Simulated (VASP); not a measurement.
Here is a VASP 6.6.1 calculation.

Contents of INCAR:

```
ALGO = Normal
EDIFF = 1E-6
ENCUT = 520
GGA = PE
ISIF = 2
ISMEAR = 0
LASPH = True
LCHARG = False
LREAL = False
LWAVE = False
NBANDS = 33
NELM = 100
PREC = Accurate
SIGMA = 0.1
```

File KPOINTS:

```
k-points
0
Gamma
  3 3 6
```

Contents of POSCAR:

```
Ta2P3Au
1.0
    6.1206982100      0.0000000000      0.0000000000
   -3.0603491000      5.3006801400      0.0000000000
    0.0000000000      0.0000000000      3.3788433500
Ta P Au
2 3 1
Direct
    0.3333333300      0.6666666700      0.0000000000
    0.6666666700      0.3333333300      0.0000000000
    0.5000000000      0.0000000000      0.5000000000
    0.5000000000      0.5000000000      0.5000000000
    0.0000000000      0.5000000000      0.5000000000
    0.0000000000      0.0000000000      0.0000000000
```

Potentials or basis: VASP PAW PBE potentials, release 64 (Ta_pv, P, Au).

The run is started by

```sh
$ cat potpaw_PBE.64/Ta_pv/POTCAR potpaw_PBE.64/P/POTCAR potpaw_PBE.64/Au/POTCAR > POTCAR
$ mpirun -np 1 vasp_std > vasp.out
```

Question: Estimate the pressure.

Answer: 5.7 GPa.

Question: Predict the band gap on the k mesh.

Answer: Zero (band 24 reaches 7.68 eV, above the bottom of band 25 at 6.55 eV).

Stress tensor (GPa, compression positive):
```
 2.36  0.00  0.00
 0.00  2.36  0.00
 0.00  0.00 12.23
```

Caveat: the k points lie up to 0.40 Å⁻¹ apart; spin-orbit coupling is left out, which moves the levels of the heavy elements.
